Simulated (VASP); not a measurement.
Crystal: NdAgO4.

```
Nd Ag O
1.0
     4.66574    0.00000    0.00000
    -2.33287    4.04065    0.00000
     0.00000    0.00000    4.66427
Nd Ag O
1 1 4
Direct
  0.66667 0.33333 0.50000
  0.00000 0.00000 0.00000
  0.49596 0.50404 0.00000
  0.49596 0.99192 0.00000
  0.00808 0.50404 0.00000
  0.00000 0.00000 0.50000
```

The cell was generated, and may not be a known phase.

* Program: VASP 6.6.1
* Task: relaxation of cell and atoms
* Functional: PBE
* Potentials or basis: VASP PAW PBE potentials, release 64 (Nd_3, Ag, O), 4f in core
* Cutoff: 600 eV
* k mesh: 6 × 6 × 4
* Occupations: gaussian, width 0.1 eV
* Spin: collinear spin
* Starting moments: [0.0, 1.0, 0.0, 0.0, 0.0, 0.0] μB

At the start: pressure -11.9 GPa; volume 14.66 Å³/atom.

Q: Where does the relaxation end?

A: Over 8 steps the energy falls by 96.4 meV/atom and the volume is 13.27 Å³/atom (-9.5 %); space group P-6m2 (No. 187, to 0.1 Å) before and after; moment 1.74 μB per cell.

Step by step:
```csv
step,energy change (eV),largest force (eV/Å),pressure (GPa),volume (Å³)
1,0.0000,0.6369,-11.88,87.93
2,-0.4484,0.0272,7.33,74.78
3,-0.5059,0.2000,1.23,77.68
4,-0.5516,0.0575,1.04,78.09
5,-0.5718,0.1513,1.59,78.64
6,-0.5731,0.0154,-1.59,80.61
7,-0.5775,0.0607,-0.15,79.68
8,-0.5783,0.0355,-0.09,79.62
```

Final structure:
```cif
data_structure
_symmetry_space_group_name_H-M 'P 1'
_symmetry_Int_Tables_number 1
_cell_length_a 4.6656
_cell_length_b 4.6656
_cell_length_c 4.2233
_cell_angle_alpha 90.000
_cell_angle_beta 90.000
_cell_angle_gamma 120.000
_cell_volume 79.62
loop_
_atom_site_label
_atom_site_type_symbol
_atom_site_fract_x
_atom_site_fract_y
_atom_site_fract_z
_atom_site_occupancy
Nd1 Nd 0.66667 0.33333 0.50000 1
Ag1 Ag 0.00000 0.00000 0.00000 1
O1 O 0.50146 0.49854 0.00000 1
O2 O 0.50146 0.00292 0.00000 1
O3 O 0.99708 0.49854 0.00000 1
O4 O 0.00000 0.00000 0.50000 1
```

Caveat: the magnetic or orbital state may not be the lowest.
